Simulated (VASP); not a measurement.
## LiH: single point with HSE06

The system is LiH.

```
Li H
1.0
     2.40484    0.00000    0.00000
     0.00000    2.40484    0.00000
     0.00000    0.00000    2.40484
Li H
1 1
Direct
  0.00000 0.00000 0.00000
  0.50000 0.50000 0.50000
```

This cell differs from its parent crystal: strain -3.9%.

```yaml
Program: VASP 6.6.1
Task: single point
Functional: HSE06
Potentials_or_basis: VASP PAW PBE potentials, release 64 (Li_sv, H)
Cutoff: 520 eV
k_mesh: 8 × 8 × 8
Occupations: gaussian, width 0.01 eV
Spin: no spin polarisation
```

| Item | Value |
| --- | --- |
| Band gap on the k mesh | 1.42 eV (least direct gap 5.38 eV) |

Levels at points of the mesh, in eV from the valence-band top:
```tsv
k point	band 1	band 2	band 3	band 4	band 5
(0.00, 0.00, 0.00)	-51.76	-10.69	13.82	13.82	13.82
(0.50, 0.00, 0.00)	-51.68	-8.08	1.42	13.78	18.58
(0.50, 0.50, 0.00)	-51.61	-3.32	2.06	2.06	11.02
(0.50, 0.50, 0.50)	-51.54	0.00	7.67	7.67	7.67
```

Run time: 3.8 min on 1 thread of Oxide Virtual Turin-like Processor (shared host), peak memory 0.19 GiB.

Caveat: the cell differs from its parent crystal (strain -3.9%); the structure was generated, so it needn't be the stable form of LiH. A k mesh can miss the band edges.
